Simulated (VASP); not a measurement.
# Ag (P6/mmm) in VASP: further runs, part 2 of 3

VASP 6.6.1.

### 3 Single point, r2SCAN (volume scaled by 0.88)

POSCAR reads:

```
Ag
1.0
    4.4809358315      0.0000000000      0.0000000000
   -2.2404679157      3.8806042628      0.0000000000
    0.0000000000      0.0000000000      2.6812541478
Ag
3
Direct
    0.0000000000      1.0000000000      0.0000000000
    0.3333333333      0.6666666667      0.5000000000
    0.6666666667      0.3333333333      0.5000000000
```

INCAR.step1 reads:

```
ALGO = Normal
EDIFF = 1E-4
ENCUT = 520
GGA = PE
ISMEAR = -1
LASPH = T
LCHARG = F
LREAL = F
LWAVE = T
NBANDS = 24
NELM = 60
PREC = Accurate
SIGMA = 0.1
```

INCAR.step2 reads:

```
ALGO = Normal
EDIFF = 1E-7
ENCUT = 520
ISIF = 2
ISMEAR = -1
ISTART = 1
LASPH = T
LCHARG = T
LELF = T
LMIXTAU = T
LREAL = F
LVHAR = T
LWAVE = F
METAGGA = R2SCAN
NBANDS = 24
NELM = 60
PREC = Accurate
SIGMA = 0.1
```

KPOINTS reads:

```
k-points
0
Gamma
  9 9 13
```

Potentials or basis: VASP PAW PBE potentials, release 64 (Ag).

Command:

```bash
$ cat potpaw_PBE.64/Ag/POTCAR > POTCAR
$ cp INCAR.step1 INCAR
$ mpirun -np 1 vasp_std > vasp.out
$ cp INCAR.step2 INCAR
$ mpirun -np 1 vasp_std > vasp.out
```

OUTCAR:

```text
EDIFF = 1E-7
   ENCUT = 520
   ISIF = 2
   ISMEAR = -1
   ISTART = 1
   LASPH = T
   LREAL = F
   METAGGA = R2SCAN
   NELM = 60
   PREC = Accurate

 ion  position               nearest neighbor table
   1  0.000  0.000  0.000-   2 2.91   3 2.91   2 2.91   3 2.91   2 2.91   2 2.91   3 2.91   3 2.91
                             3 2.91   3 2.91   2 2.91   2 2.91
   2  0.333  0.667  0.500-   3 2.59   3 2.59   3 2.59   1 2.91   1 2.91   1 2.91   1 2.91   1 2.91
                             1 2.91
   3  0.667  0.333  0.500-   2 2.59   2 2.59   2 2.59   1 2.91   1 2.91   1 2.91   1 2.91   1 2.91
                             1 2.91

  LATTYP: Found a hexagonal cell.
 ALAT       =     4.4809358315
 C/A-ratio  =     0.5983692355

  Lattice vectors:

 A1 = (   4.4809358315,   0.0000000000,   0.0000000000)
 A2 = (  -2.2404679157,   3.8806042628,   0.0000000000)
 A3 = (   0.0000000000,   0.0000000000,   2.6812541478)

Analysis of symmetry for initial positions (statically):
=====================================================================
 Subroutine PRICEL returns:
 Original cell was already a primitive cell.

 Routine SETGRP: Setting up the symmetry group for a
 hexagonal supercell.

 Subroutine GETGRP returns: Found 24 space group operations
 (whereof 24 operations were pure point group operations)
 out of a pool of 24 trial point group operations.

The static configuration has the point symmetry D_6h.

Analysis of symmetry for dynamics (positions and initial velocities):
=====================================================================
 Subroutine PRICEL returns:
 Original cell was already a primitive cell.

 Routine SETGRP: Setting up the symmetry group for a
 hexagonal supercell.

 Subroutine GETGRP returns: Found 24 space group operations
 (whereof 24 operations were pure point group operations)
 out of a pool of 24 trial point group operations.

The dynamic configuration has the point symmetry D_6h.

 Subroutine INISYM returns: Found 24 space group operations
 (whereof 24 operations are pure point group operations),
 and found     1 'primitive' translations

----------------------------------------------------------------------------------------

                                     Primitive cell

  volume of cell :      46.6236

  direct lattice vectors                    reciprocal lattice vectors
     4.480935832  0.000000000  0.000000000     0.223167668  0.128845913  0.000000000
    -2.240467916  3.880604263  0.000000000     0.000000000  0.257691826  0.000000000
     0.000000000  0.000000000  2.681254148     0.000000000  0.000000000  0.372959796

  length of vectors
     4.480935832  4.480935831  2.681254148     0.257691826  0.257691826  0.372959796

  position of ions in fractional coordinates (direct lattice)
     0.000000000  0.000000000  0.000000000
     0.333333333  0.666666667  0.500000000
     0.666666667  0.333333333  0.500000000

  ion indices of the primitive-cell ions
   primitive index   ion index
                 1           1
                 2           2
                 3           3

----------------------------------------------------------------------------------------

 KPOINTS: k-points

Automatic generation of k-mesh.
 Grid dimensions read from file:
 generate k-points for:    9    9   13

 Generating k-lattice:

  Cartesian coordinates                     Fractional coordinates (reciprocal lattice)
     0.024796408  0.014316213  0.000000000     0.111111111 -0.000000000  0.000000000
     0.000000000  0.028632425  0.000000000     0.000000000  0.111111111  0.000000000
     0.000000000  0.000000000  0.028689215     0.000000000  0.000000000  0.076923077

  Length of vectors
     0.028632425  0.028632425  0.028689215

  Shift w.r.t. Gamma in fractional coordinates (k-lattice)
     0.000000000  0.000000000  0.000000000

 Subroutine IBZKPT returns following result:
 ===========================================

 Found     84 irreducible k-points:

 Following reciprocal coordinates:
            Coordinates               Weight
  0.000000  0.000000  0.000000      1.000000
  0.111111  0.000000  0.000000      6.000000
  0.222222 -0.000000  0.000000      6.000000
  0.333333  0.000000  0.000000      6.000000
  0.444444 -0.000000  0.000000      6.000000
  0.111111  0.111111  0.000000      6.000000
[... 16 lines left out ...]
  0.333333  0.222222  0.076923     24.000000
  0.333333  0.333333  0.076923      4.000000
 [... further k-points ...]
   k-points           NKPTS =     84   k-points in BZ     NKDIM =     84   number of bands    NBANDS=     24
   number of dos      NEDOS =    301   number of ions     NIONS =      3
   total plane-waves  NPLWV =  25920
   dimension x,y,z NGX =    36 NGY =   36 NGZ =   20
   dimension x,y,z NGXF=    72 NGYF=   72 NGZF=   40
   ions per type =               3
   NGX,Y,Z   is equivalent  to a cutoff of  13.36, 13.36, 12.40 a.u.
   NGXF,Y,Z  is equivalent  to a cutoff of  26.71, 26.71, 24.80 a.u.
 SYSTEM =  unknown system
   PREC   = accura    normal or accurate (medium, high low for compatibility)
   ISTART =      1    job   : 0-new  1-cont  2-samecut
   ICHARG =      0    charge: 1-file 2-atom 10-const
   ISPIN  =      1    spin polarized calculation?
   LNONCOLLINEAR =      F non collinear calculations
   LSORBIT =      F    spin-orbit coupling
   LASPH  =      T    aspherical Exc in radial PAW
   ENCUT  =  520.0 eV  38.22 Ry    6.18 a.u.   8.33  8.33  4.99*2*pi/ulx,y,z
   NELM   =     60;   NELMIN=  2; NELMDL=  0     # of ELM steps
   EDIFF  = 0.1E-06   stopping-criterion for ELM
   LREAL  =      F    real-space projection
   EDIFFG = 0.1E-05   stopping-criterion for IOM
   NSW    =      0    number of steps for IOM
   IBRION =     -1    ionic relax: 0-MD 1-quasi-New 2-CG
   NFREE  =      0    steps in history (QN), initial steepest desc. (CG)
   ISIF   =      2    stress and relaxation
   ISYM   =      2    0-nonsym 1-usesym 2-fastsym
   POTIM  = 0.5000    time-step for ionic-motion
   TEBEG  =    0.0;   TEEND  =   0.0 temperature during run
   PSTRESS=    0.0 pullay stress
   NELECT =      33.0000    total number of electrons
   NUPDOWN=      -1.0000    fix difference up-down
   EMIN   =  10.00;   EMAX   =-10.00  energy-range for DOS
   EFERMI =   0.00;   METHOD = LEGACY
   ISMEAR =    -1;   SIGMA  =   0.10  broadening in eV -4-tet -1-fermi 0-gaus
   EFERMI_NEDOS =   21; number of points for ismear=-14 and -15
   IALGO  =     38    algorithm
   IMIX   =      4    mixing-type and parameters
     AMIX     =   0.40;   BMIX     =  1.00
     AMIX_MAG =   1.60;   BMIX_MAG =  1.00
  volume/ion in A,a.u.               =      15.54       104.88
  Fermi-wavevector in a.u.,A,eV,Ry     =   1.458962  2.757039 28.960974  2.128572
  Thomas-Fermi vector in A             =   2.575585
   LORBIT       =      0    0 simple, 1 ext, 2 COOP (PROOUT), +10 PAW based schemes
   METAGGA = R2SCAN    functional components
   LHFCALC =     F    Hartree Fock is set to
   AEXX    =    0.0000 exact exchange contribution
   IVDW    =     0    specifies the selected vdW correction
   LEPSILON=     F    determine dielectric tensor
   LRPA    =     F    only Hartree local field effects (RPA)
 non-spin polarized calculation
  energy-cutoff  :      520.00
  volume of cell :       46.62
 maximum number of plane-waves:      1282
 NGX is ok and might be reduce to    36
   NGX = 17   NGY = 17   NGZ =  9

 number of electron      32.9999979 magnetization

 Free energy of the ion-electron system (eV)
  ---------------------------------------------------
  ext. energy  EPLUGINS =         0.00000000
  ---------------------------------------------------
  free energy    TOTEN  =       -63.56324262 eV

  energy without entropy =      -63.53861609  energy(sigma->0) =      -63.55092935

 E-fermi :   9.8274     XC(G=0): -13.6159

 val. band max:        9.8033506000   @ k =   0.2222   0.2222   0.4615
 cond. band min:       9.8699769872   @ k =   0.3333   0.1111   0.4615
 fundamental gap:      0.0666263873
 Fermi energy:         9.8273740357

 k-point     1 :       0.0000    0.0000    0.0000
  band No.  band energies     occupation
      1       1.0916      2.00000
      2       2.3853      2.00000
      3       3.7247      2.00000
      4       3.9266      2.00000
      5       4.0141      2.00000
      6       4.0141      2.00000
[... 16 lines left out ...]
     23      23.2168      0.00000
     24      28.4546      0.00000
[... 598 lines left out ...]
      2       2.9247      2.00000
      3       2.9247      2.00000
      4       3.3688      2.00000
      5       3.3688      2.00000
      6       3.6993      2.00000
[... 16 lines left out ...]
     23      25.6480      0.00000
     24      26.3905      0.00000

 [... further k-points ...]
[... 5 lines left out ...]
  --------------------------------------------------------------------------------------
  -------------------------------------------------------------------------------------
  Total        5.4276554      5.4276554      5.2759923      0.0000000     -0.0000000      0.0000000
  in kB      186.5162976    186.5162976    181.3045366      0.0000000     -0.0000000      0.0000000
  external PRESSURE =     184.7790439 kB  Pullay stress =       0.0000000 kB

 VOLUME and BASIS-vectors are now :
 -----------------------------------------------------------------------------
  energy-cutoff  :      520.00
  volume of cell :       46.62
      direct lattice vectors                 reciprocal lattice vectors
     4.480935832  0.000000000  0.000000000     0.223167668  0.128845913  0.000000000
    -2.240467916  3.880604263  0.000000000     0.000000000  0.257691826  0.000000000
     0.000000000  0.000000000  2.681254148     0.000000000  0.000000000  0.372959796

 POSITION                                       TOTAL-FORCE (eV/Angst)
 -----------------------------------------------------------------------------------
      0.00000      0.00000      0.00000         0.000000      0.000000      0.000000
     -0.00000      2.58707      1.34063         0.000000      0.000000     -0.000000
      2.24047      1.29353      1.34063        -0.000000      0.000000      0.000000
 -----------------------------------------------------------------------------------
    total drift:                                0.000000      0.000000     -0.000000

  FREE ENERGIE OF THE ION-ELECTRON SYSTEM (eV)
  ---------------------------------------------------
  free  energy   TOTEN  =       -63.5632426174 eV

  energy  without entropy=      -63.5386160870  energy(sigma->0) =      -63.55092935
```

OUTCAR.step1:

```text
EDIFF = 1E-4
   ENCUT = 520
   GGA = PE
   ISMEAR = -1
   LASPH = T
[... 876 lines left out ...]
      0.00000      0.00000      0.00000         0.000000      0.000000      0.000000
     -0.00000      2.58707      1.34063         0.000000     -0.000000      0.000000
      2.24047      1.29353      1.34063        -0.000000      0.000000      0.000000
 -----------------------------------------------------------------------------------
    total drift:                                0.000000      0.000000     -0.000000

  FREE ENERGIE OF THE ION-ELECTRON SYSTEM (eV)
  ---------------------------------------------------
  free  energy   TOTEN  =        -7.5191949844 eV

  energy  without entropy=       -7.4934584629  energy(sigma->0) =       -7.50632672
```

Run time: 2.1 min. Hardware: 1 thread of Intel Xeon 6975P-C (Granite Rapids), shared host; peak memory 0.21 GiB.

Results:

```yaml
Free_energy: -63.5632 eV
Pressure: 18.5 GPa
```

Caveat: the PAW data sets were made with another functional, which shifts forces and pressure a little.

### 4 Single point, r2SCAN (volume scaled by 0.92)

POSCAR reads:

```
Ag
1.0
    4.5478253323      0.0000000000      0.0000000000
   -2.2739126661      3.9385322697      0.0000000000
    0.0000000000      0.0000000000      2.7212787672
Ag
3
Direct
    0.0000000000      1.0000000000      0.0000000000
    0.3333333333      0.6666666667      0.5000000000
    0.6666666667      0.3333333333      0.5000000000
```

INCAR.step1 reads:

```
SYSTEM = Ag
PREC     = Accurate       ! precision mode
ENCUT    = 520            ! plane-wave cutoff, eV
ISMEAR   = -1             ! smearing method
SIGMA    = 0.1            ! smearing width, eV
LREAL    = .False.        ! projectors in reciprocal space
LASPH    = .True.         ! aspherical terms in the spheres
NELM     = 60             ! most SCF steps
NBANDS   = 24             ! bands
GGA      = PE             ! functional
ALGO     = Normal         ! electronic algorithm
EDIFF    = 1E-4           ! SCF threshold, eV
LWAVE    = .True.         ! write WAVECAR
LCHARG   = .False.        ! write CHGCAR
```

INCAR.step2 reads:

```
SYSTEM = Ag
PREC     = Accurate       ! precision mode
ENCUT    = 520            ! plane-wave cutoff, eV
EDIFF    = 1E-6           ! SCF threshold, eV
ISMEAR   = -1             ! smearing method
SIGMA    = 0.1            ! smearing width, eV
LREAL    = .False.        ! projectors in reciprocal space
LASPH    = .True.         ! aspherical terms in the spheres
NELM     = 60             ! most SCF steps
ALGO     = Normal         ! electronic algorithm
ISIF     = 2              ! what is computed and relaxed
LWAVE    = .False.        ! write WAVECAR
LCHARG   = .True.         ! write CHGCAR
METAGGA  = R2SCAN         ! meta-GGA
LMIXTAU  = .True.       
LELF     = .True.         ! ELF
LVHAR    = .True.       
NBANDS   = 24             ! bands
ISTART   = 1
```

KPOINTS reads:

```
Automatic mesh
0
Gamma
  9 9 13
  0 0 0
```

Command:

```bash
$ cat potpaw_PBE.64/Ag/POTCAR > POTCAR
$ cp INCAR.step1 INCAR
$ mpirun -np 1 vasp_std > vasp.out
$ cp INCAR.step2 INCAR
$ mpirun -np 1 vasp_std > vasp.out
```

Run time: 2.3 min. Hardware: 1 thread of Intel Xeon 6975P-C (Granite Rapids), shared host; peak memory 0.22 GiB.

The run converged. Its results:

```
Free energy : -63.7548 eV
Pressure    : 10.7 GPa
```

Stress tensor (GPa, compression positive):
```
10.83  0.00  0.00
 0.00 10.83  0.00
 0.00  0.00 10.41
```

Levels at points of the mesh, in eV from the Fermi level:
```csv
k point,band 14,band 15,band 16,band 17,band 18,band 19
"(0.00, 0.00, 0.00)",-4.40,-3.23,-3.23,4.94,4.94,4.96
```

Caveat: the PAW data sets were made with another functional, which shifts forces and pressure a little.

(Part 2 of 3 ends here.)
